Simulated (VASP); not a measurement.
# K3S2 (R-3c) in VASP: a series of runs

The runs below take K3S2 through single point, relaxation of cell and atoms, with PBE.

Program: VASP 6.6.1. These are calculated values, not measurements. Logs are shortened: lines on timing, memory, paths and dates and some standing lists are left out, and cuts for length are marked.

## 1. The cell of the first run

Symmetry: R-3c, No. 167, trigonal system. Conventional cell: a = 8.790 Å, b = 8.790 Å, c = 14.086 Å, α = 90.00°, β = 90.00°, γ = 120.00°. K (site symmetry 2) has 6 S at 3.13 to 4.19 Å and 6 K at 3.56 to 3.88 Å within 4.2 Å. Within 4.2 Å of S (site symmetry 3) lie 9 K at 3.13 to 4.19 Å and 2 S at 3.30 to 3.74 Å.

## 2. Single point, PBE

Input file INCAR:

```
PREC = Accurate
ENCUT = 520
EDIFF = 1E-6
ISMEAR = 0
SIGMA = 0.1
LREAL = False
LASPH = True
NELM = 100
ALGO = Normal
ISIF = 2
LWAVE = False
LCHARG = False
GGA = PE
NBANDS = 50
```

Input file KPOINTS:

```
regular mesh
0
Gamma
  6 6 6
```

Input file POSCAR:

```
K3S2
1.0
    4.3952096125      2.5375754530      4.6953506509
   -4.3952096125      2.5375754530      4.6953506509
    0.0000000000     -5.0751509059      4.6953506509
K S
6 4
Direct
    0.5490506246      0.9509493754      0.2500000000
    0.2500000000      0.5490506246      0.9509493754
    0.9509493754      0.2500000000      0.5490506246
    0.4509493754      0.0490506246      0.7500000000
    0.7500000000      0.4509493754      0.0490506246
    0.0490506246      0.7500000000      0.4509493754
    0.3827202548      0.3827202548      0.3827202548
    0.1172797452      0.1172797452      0.1172797452
    0.6172797452      0.6172797452      0.6172797452
    0.8827202548      0.8827202548      0.8827202548
```

Potentials or basis: VASP PAW PBE potentials, release 64 (K_sv, S).

Started as:

```
cat potpaw_PBE.64/K_sv/POTCAR potpaw_PBE.64/S/POTCAR > POTCAR
mpirun -np 1 vasp_std > vasp.out
```

OUTCAR:

```text
PREC = Accurate
   ENCUT = 520
   EDIFF = 1E-6
   ISMEAR = 0
   LREAL = False
   LASPH = True
   NELM = 100
   ISIF = 2
   GGA = PE

 ion  position               nearest neighbor table
   1  0.549  0.951  0.250-   9 3.13  10 3.13   7 3.23   8 3.23   4 3.56   4 3.56
   2  0.250  0.549  0.951-  10 3.13   9 3.13   7 3.23   8 3.23   5 3.56   5 3.56
   3  0.951  0.250  0.549-   9 3.13  10 3.13   8 3.23   7 3.23   6 3.56   6 3.56
   4  0.451  0.049  0.750-   7 3.13   8 3.13   9 3.23  10 3.23   1 3.56   1 3.56
   5  0.750  0.451  0.049-   8 3.13   7 3.13   9 3.23  10 3.23   2 3.56   2 3.56
   6  0.049  0.750  0.451-   7 3.13   8 3.13  10 3.23   9 3.23   3 3.56   3 3.56
   7  0.383  0.383  0.383-   6 3.13   4 3.13   5 3.13   1 3.23   2 3.23   3 3.23
   8  0.117  0.117  0.117-   5 3.13   4 3.13   6 3.13   1 3.23   3 3.23   2 3.23
   9  0.617  0.617  0.617-   3 3.13   1 3.13   2 3.13   4 3.23   5 3.23   6 3.23
  10  0.883  0.883  0.883-   2 3.13   1 3.13   3 3.13   4 3.23   6 3.23   5 3.23

  LATTYP: Found a trigonal (rhomboedric) cell.
 ALAT       =     6.9140056734
 COS(alpha) =     0.1917797709

  Lattice vectors:

 A1 = (   4.3952096125,   2.5375754530,   4.6953506509)
 A2 = (  -4.3952096125,   2.5375754530,   4.6953506509)
 A3 = (   0.0000000000,  -5.0751509059,   4.6953506509)

Analysis of symmetry for initial positions (statically):
=====================================================================
 Subroutine PRICEL returns:
 Original cell was already a primitive cell.

 Routine SETGRP: Setting up the symmetry group for a
 trigonal (rhombohedral) supercell.

 Subroutine GETGRP returns: Found 12 space group operations
 (whereof  6 operations were pure point group operations)
 out of a pool of 12 trial point group operations.

The static configuration has the point symmetry S_6 .
 The point group associated with its full space group is D_3d.

Analysis of symmetry for dynamics (positions and initial velocities):
=====================================================================
 Subroutine PRICEL returns:
 Original cell was already a primitive cell.

 Routine SETGRP: Setting up the symmetry group for a
 trigonal (rhombohedral) supercell.

 Subroutine GETGRP returns: Found 12 space group operations
 (whereof  6 operations were pure point group operations)
 out of a pool of 12 trial point group operations.

The dynamic configuration has the point symmetry S_6 .
 The point group associated with its full space group is D_3d.

 Subroutine INISYM returns: Found 12 space group operations
 (whereof  6 operations are pure point group operations),
 and found     1 'primitive' translations

----------------------------------------------------------------------------------------

                                     Primitive cell

  volume of cell :     314.2084

  direct lattice vectors                    reciprocal lattice vectors
     4.395209613  2.537575453  4.695350651     0.113760217  0.065679492  0.070992213
    -4.395209613  2.537575453  4.695350651    -0.113760217  0.065679492  0.070992213
     0.000000000 -5.075150906  4.695350651     0.000000000 -0.131358984  0.070992213

  length of vectors
     6.914005673  6.914005673  6.914005673     0.149315361  0.149315361  0.149315361

  position of ions in fractional coordinates (direct lattice)
     0.549050625  0.950949375  0.250000000
     0.250000000  0.549050625  0.950949375
     0.950949375  0.250000000  0.549050625
     0.450949375  0.049050625  0.750000000
     0.750000000  0.450949375  0.049050625
     0.049050625  0.750000000  0.450949375
     0.382720255  0.382720255  0.382720255
     0.117279745  0.117279745  0.117279745
     0.617279745  0.617279745  0.617279745
     0.882720255  0.882720255  0.882720255

  ion indices of the primitive-cell ions
   primitive index   ion index
                 1           1
                 2           2
                 3           3
                 4           4
                 5           5
                 6           6
                 7           7
                 8           8
                 9           9
                10          10

----------------------------------------------------------------------------------------

 KPOINTS: regular mesh

Automatic generation of k-mesh.
 Grid dimensions read from file:
 generate k-points for:    6    6    6

 Generating k-lattice:

  Cartesian coordinates                     Fractional coordinates (reciprocal lattice)
     0.018960036  0.010946582  0.011832035     0.166666667  0.000000000 -0.000000000
    -0.018960036  0.010946582  0.011832035     0.000000000  0.166666667 -0.000000000
     0.000000000 -0.021893164  0.011832035     0.000000000  0.000000000  0.166666667

  Length of vectors
     0.024885893  0.024885893  0.024885893

  Shift w.r.t. Gamma in fractional coordinates (k-lattice)
     0.000000000  0.000000000  0.000000000

 Subroutine IBZKPT returns following result:
 ===========================================

 Found     32 irreducible k-points:

 Following reciprocal coordinates:
            Coordinates               Weight
  0.000000  0.000000  0.000000      1.000000
  0.166667  0.000000  0.000000      6.000000
  0.333333  0.000000 -0.000000      6.000000
  0.500000  0.000000  0.000000      3.000000
  0.166667  0.166667  0.000000      6.000000
  0.333333  0.166667 -0.000000     12.000000
[... 16 lines left out ...]
  0.500000  0.500000  0.166667      6.000000
 -0.333333  0.500000  0.166667     12.000000
 [... further k-points ...]
   k-points           NKPTS =     32   k-points in BZ     NKDIM =     32   number of bands    NBANDS=     50
   number of dos      NEDOS =    301   number of ions     NIONS =     10
   total plane-waves  NPLWV = 157464
   dimension x,y,z NGX =    54 NGY =   54 NGZ =   54
   dimension x,y,z NGXF=   108 NGYF=  108 NGZF=  108
   ions per type =               6   4
   NGX,Y,Z   is equivalent  to a cutoff of  12.98, 12.98, 12.98 a.u.
   NGXF,Y,Z  is equivalent  to a cutoff of  25.97, 25.97, 25.97 a.u.
 SYSTEM =  unknown system
   PREC   = accura    normal or accurate (medium, high low for compatibility)
   ISTART =      0    job   : 0-new  1-cont  2-samecut
   ICHARG =      2    charge: 1-file 2-atom 10-const
   ISPIN  =      1    spin polarized calculation?
   LNONCOLLINEAR =      F non collinear calculations
   LSORBIT =      F    spin-orbit coupling
   LASPH  =      T    aspherical Exc in radial PAW
   ENCUT  =  520.0 eV  38.22 Ry    6.18 a.u.  12.86 12.86 12.86*2*pi/ulx,y,z
   NELM   =    100;   NELMIN=  2; NELMDL= -5     # of ELM steps
   EDIFF  = 0.1E-05   stopping-criterion for ELM
   LREAL  =      F    real-space projection
   EDIFFG = 0.1E-04   stopping-criterion for IOM
   NSW    =      0    number of steps for IOM
   IBRION =     -1    ionic relax: 0-MD 1-quasi-New 2-CG
   NFREE  =      0    steps in history (QN), initial steepest desc. (CG)
   ISIF   =      2    stress and relaxation
   ISYM   =      2    0-nonsym 1-usesym 2-fastsym
   POTIM  = 0.5000    time-step for ionic-motion
   TEBEG  =    0.0;   TEEND  =   0.0 temperature during run
   PSTRESS=    0.0 pullay stress
   NELECT =      78.0000    total number of electrons
   NUPDOWN=      -1.0000    fix difference up-down
   EMIN   =  10.00;   EMAX   =-10.00  energy-range for DOS
   EFERMI =   0.00;   METHOD = LEGACY
   ISMEAR =     0;   SIGMA  =   0.10  broadening in eV -4-tet -1-fermi 0-gaus
   EFERMI_NEDOS =   21; number of points for ismear=-14 and -15
   IALGO  =     38    algorithm
   IMIX   =      4    mixing-type and parameters
     AMIX     =   0.40;   BMIX     =  1.00
     AMIX_MAG =   1.60;   BMIX_MAG =  1.00
  volume/ion in A,a.u.               =      31.42       212.04
  Fermi-wavevector in a.u.,A,eV,Ry     =   1.028886  1.944312 14.403203  1.058606
  Thomas-Fermi vector in A             =   2.162905
   LORBIT       =      0    0 simple, 1 ext, 2 COOP (PROOUT), +10 PAW based schemes
   GGA     = PE    functional components
   LHFCALC =     F    Hartree Fock is set to
   AEXX    =    0.0000 exact exchange contribution
   IVDW    =     0    specifies the selected vdW correction
   LEPSILON=     F    determine dielectric tensor
   LRPA    =     F    only Hartree local field effects (RPA)
 non-spin polarized calculation
 Gauss-broadening in eV      SIGMA  =   0.10
  energy-cutoff  :      520.00
  volume of cell :      314.21
 maximum number of plane-waves:      8490
 NGX is ok and might be reduce to    54
   NGX = 25   NGY = 25   NGZ = 25

 number of electron      77.9999998 magnetization

 Free energy of the ion-electron system (eV)
  ---------------------------------------------------
  ext. energy  EPLUGINS =         0.00000000
  ---------------------------------------------------
  free energy    TOTEN  =       -30.85537750 eV

  energy without entropy =      -30.83750935  energy(sigma->0) =      -30.84644343

 E-fermi :   0.7787     XC(G=0):  -7.7260

 val. band max:        0.7739695338   @ k =   0.5000   0.0000   0.0000
 cond. band min:       0.7849365667   @ k =  -0.1667   0.5000   0.1667
 fundamental gap:      0.0109670329
 Fermi energy:         0.7787490224

 k-point     1 :       0.0000    0.0000    0.0000
  band No.  band energies     occupation
      1     -29.2838      2.00000
      2     -29.2568      2.00000
      3     -29.2568      2.00000
      4     -29.2304      2.00000
      5     -29.2304      2.00000
      6     -29.2098      2.00000
[... 42 lines left out ...]
     49       6.3433      0.00000
     50       6.3464      0.00000

 k-point     2 :       0.1667    0.0000    0.0000
  band No.  band energies     occupation
      1     -29.2817      2.00000
      2     -29.2583      2.00000
      3     -29.2551      2.00000
      4     -29.2321      2.00000
      5     -29.2293      2.00000
      6     -29.2115      2.00000
[... 1158 lines left out ...]
 k-point    24 :      -0.3333    0.5000    0.1667
  band No.  band energies     occupation
      1     -29.2640      2.00000
      2     -29.2589      2.00000
      3     -29.2472      2.00000
      4     -29.2419      2.00000
      5     -29.2309      2.00000
      6     -29.2256      2.00000
[... 42 lines left out ...]
     49       6.0416      0.00000
     50       6.0634      0.00000

 [... further k-points ...]

------------------------ aborting loop because EDIFF is reached ----------------------------------------

  FORCE on cell =-STRESS in cart. coord.  units (eV):
  Direction    XX          YY          ZZ          XY          YZ          ZX
  --------------------------------------------------------------------------------------
  -------------------------------------------------------------------------------------
  Total        0.1380323      0.1380323      0.0186905      0.0000000      0.0000000      0.0000000
  in kB        0.7038394      0.7038394      0.0953046      0.0000000      0.0000000      0.0000000
  external PRESSURE =       0.5009945 kB  Pullay stress =       0.0000000 kB

 VOLUME and BASIS-vectors are now :
 -----------------------------------------------------------------------------
  energy-cutoff  :      520.00
  volume of cell :      314.21
      direct lattice vectors                 reciprocal lattice vectors
     4.395209613  2.537575453  4.695350651     0.113760217  0.065679492  0.070992213
    -4.395209613  2.537575453  4.695350651    -0.113760217  0.065679492  0.070992213
     0.000000000 -5.075150906  4.695350651     0.000000000 -0.131358984  0.070992213

 POSITION                                       TOTAL-FORCE (eV/Angst)
 -----------------------------------------------------------------------------------
     -1.76643      2.53758      8.21686        -0.000687      0.000000     -0.000000
     -1.31439     -2.79856      8.21686         0.000344     -0.000595     -0.000000
      3.08082      0.26098      8.21686         0.000344      0.000595     -0.000000
      1.76643     -2.53758      5.86919         0.000687      0.000000     -0.000000
      1.31439      2.79856      5.86919        -0.000344      0.000595     -0.000000
     -3.08082     -0.26098      5.86919        -0.000344     -0.000595     -0.000000
      0.00000      0.00000      5.39102         0.000000      0.000000      0.004536
      0.00000      0.00000      1.65201         0.000000     -0.000000     -0.004536
      0.00000      0.00000      8.69503         0.000000     -0.000000     -0.004536
      0.00000      0.00000     12.43404         0.000000      0.000000      0.004536
 -----------------------------------------------------------------------------------
    total drift:                               -0.000000      0.000000      0.000000

  FREE ENERGIE OF THE ION-ELECTRON SYSTEM (eV)
  ---------------------------------------------------
  free  energy   TOTEN  =       -30.8553775025 eV

  energy  without entropy=      -30.8375093520  energy(sigma->0) =      -30.84644343
```

Wall time 15 min (1 thread of Intel Xeon 8259CL, shared host); peak memory 0.63 GiB.

What came out:

```
Free energy            : -30.8554 eV
Pressure               : 0.1 GPa
Largest force          : 0.005 eV/Å
Band gap on the k mesh : zero (bands 39 and 40 overlap by 0.06 eV)
```

Forces on the atoms (eV/Å):
```
K   -0.001  0.000  0.000
K    0.000 -0.001  0.000
K    0.000  0.001  0.000
K    0.001  0.000  0.000
K    0.000  0.001  0.000
K    0.000 -0.001  0.000
S    0.000  0.000  0.005
S    0.000  0.000 -0.005
S    0.000  0.000 -0.005
S    0.000  0.000  0.005
```

## 3. Single point, PBE

This run uses another cell than the first one, of 39.12 Å³/atom.

Input file INCAR:

```
PREC = Accurate ; ENCUT = 520
EDIFF = 1E-6 ; ISMEAR = 0
SIGMA = 0.1 ; LREAL = F
LASPH = T ; NELM = 80
ALGO = Normal ; ISIF = 2
LWAVE = F ; LCHARG = T
GGA = PE ; LELF = T
LVHAR = T ; NBANDS = 50
```

Input file KPOINTS:

```
Automatic mesh
0
Gamma
  3 3 3
```

Input file POSCAR:

```
K3S2
1.0
    3.9793704409      2.2974905952      7.1319835612
   -3.9793704409      2.2974905952      7.1319835612
    0.0000000000     -4.5949811906      7.1319835611
K S
6 4
Direct
    0.0443198601      0.4556801399      0.7500000000
    0.7500000000      0.0443198601      0.4556801399
    0.4556801399      0.7500000000      0.0443198601
    0.9556801399      0.5443198601      0.2500000000
    0.2500000000      0.9556801399      0.5443198601
    0.5443198601      0.2500000000      0.9556801399
    0.8523067898      0.8523067898      0.8523067898
    0.6476932102      0.6476932102      0.6476932102
    0.1476932102      0.1476932102      0.1476932102
    0.3523067898      0.3523067898      0.3523067898
```

Potentials or basis: VASP PAW PBE potentials, release 64 (K_sv, S).

Started as:

```
cat potpaw_PBE.64/K_sv/POTCAR potpaw_PBE.64/S/POTCAR > POTCAR
mpirun -np 1 vasp_std > vasp.out
```

Run time: 4.8 min. Hardware: 1 thread of Intel Xeon 8259CL, shared host; peak memory 0.61 GiB.

The run converged. Its results:

* Free energy: -30.6104 eV
* Pressure: 0.1 GPa
* Largest force: 0.015 eV/Å
* Band gap on the k mesh: zero (bands 39 and 40 overlap by 0.06 eV)

Forces in eV/Å, atoms in the order of the input:
```
K   -0.008  0.000  0.000
K    0.004 -0.007  0.000
K    0.004  0.007  0.000
K    0.008  0.000  0.000
K   -0.004  0.007  0.000
K   -0.004 -0.007  0.000
S    0.000  0.000 -0.015
S    0.000  0.000  0.015
S    0.000  0.000  0.015
S    0.000  0.000 -0.015
```

Stress tensor (GPa, compression positive):
```
0.16 0.00 0.00
0.00 0.16 0.00
0.00 0.00 0.01
```

Levels at points of the mesh, in eV from the Fermi level:
```csv
k point,band 37,band 38,band 39,band 40,band 41,band 42,band 43,band 44
"(0.00, 0.00, 0.00)",-0.09,-0.03,-0.03,0.02,2.72,4.68,4.92,4.92
```

(Continued in part 2 of 2.)

The gap in the log of VASP goes by the Fermi energy; the results here count the filled bands.